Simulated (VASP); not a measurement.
Input of a VASP 6.6.1 run:

Contents of INCAR:

```
ALGO     = Normal         # electronic algorithm
EDIFF    = 1E-6           # SCF threshold, eV
ENCUT    = 500            # plane-wave cutoff, eV
GGA      = PE             # functional
GGA_COMPAT= False        
ISIF     = 2              # what is computed and relaxed
ISMEAR   = 0              # smearing method
LASPH    = True           # aspherical terms in the spheres
LCHARG   = False          # write CHGCAR
LREAL    = False          # projectors in reciprocal space
LWAVE    = False          # write WAVECAR
NBANDS   = 31             # bands
NELM     = 120            # most SCF steps
PREC     = Accurate       # precision mode
SIGMA    = 0.2            # smearing width, eV
```

The input KPOINTS:

```
k-points
0
Gamma
  5 5 5
```

Contents of POSCAR:

```
Ga2BAs3
1.0
   -2.5020894845      2.5020894845      5.2481431887
    2.5020894845     -2.5020894845      5.2481431887
    2.5020894845      2.5020894845     -5.2481431887
Ga B As
2 1 3
Direct
    0.7500000000      0.2500000000      0.5000000000
    0.2500000000      0.7500000000      0.5000000000
    0.5000000000      0.5000000000      0.0000000000
    0.5000000000      0.0000000000      0.5000000000
    0.0000000000      0.5000000000      0.5000000000
    0.0000000000      0.0000000000      0.0000000000
```

Potentials or basis: VASP PAW PBE potentials, release 64 (Ga_d, B, As).

The run is started by

```console
$ cat potpaw_PBE.64/Ga_d/POTCAR potpaw_PBE.64/B/POTCAR potpaw_PBE.64/As/POTCAR > POTCAR
$ mpirun -np 1 vasp_std > vasp.out
```

**Question.** Estimate the band gap on the k mesh.

**Answer.** Zero (bands 22 and 23 overlap by 1.24 eV).

**Question.** Predict the pressure.

**Answer.** 0.3 GPa.

Stress tensor (GPa, compression positive):
```
0.02 0.00 0.00
0.00 0.02 0.00
0.00 0.00 0.85
```
